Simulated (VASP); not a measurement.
Here is a VASP 6.6.1 calculation.

File INCAR:

```
PREC = Accurate ; ENCUT = 500
EDIFF = 1E-6 ; ISMEAR = 0
SIGMA = 0.01 ; LREAL = False
LASPH = True ; NELM = 200
ALGO = Normal ; ISIF = 2
LWAVE = False ; LCHARG = False
MAGMOM = 0 0 0 0 0 0 0 0 0 0 0 0 0 0 0 0 0 0 0 0 0 0 0 0 ; LORBIT = 11
LSORBIT = True ; GGA_COMPAT = False
LORBMOM = True ; GGA = PE
NBANDS = 70 ; KPAR = 4
```

KPOINTS

```
Automatic mesh
0
Gamma
  6 6 6
```

The input POSCAR:

```
CdSiP2
1.0
   -2.8468551603      2.8468551603      5.2420618463
    2.8468551603     -2.8468551603      5.2420618463
    2.8468551603      2.8468551603     -5.2420618463
Cd Si P
2 2 4
Direct
    0.7500000000      0.2500000000      0.5000000000
    0.0000000000      0.0000000000      0.0000000000
    0.5000000000      0.5000000000      0.0000000000
    0.2500000000      0.7500000000      0.5000000000
    0.8750000000      0.8288409898      0.4538409898
    0.1711590102      0.6250000000      0.0461590102
    0.3750000000      0.4211590102      0.5461590102
    0.5788409898      0.1250000000      0.9538409898
```

Potentials or basis: VASP PAW PBE potentials, release 64 (Cd, Si, P).

Run with:

```sh
$ cat potpaw_PBE.64/Cd/POTCAR potpaw_PBE.64/Si/POTCAR potpaw_PBE.64/P/POTCAR > POTCAR
$ mpirun -np 4 vasp_ncl > vasp.out
```

Problem. Estimate the pressure.

Solution. 1.6 GPa.

Problem. What does it give for the net moment?

Solution. 0.00 μB per cell.

Problem. What does it give for the largest force?

Solution. 0.026 eV/Å.

Forces in eV/Å, atoms in the order of the input:
```
Cd   0.000  0.000  0.000
Cd   0.000  0.000  0.000
Si   0.000  0.000  0.000
Si   0.000  0.000  0.000
P    0.026  0.000  0.000
P    0.000 -0.026  0.000
P   -0.026  0.000  0.000
P    0.000  0.026  0.000
```
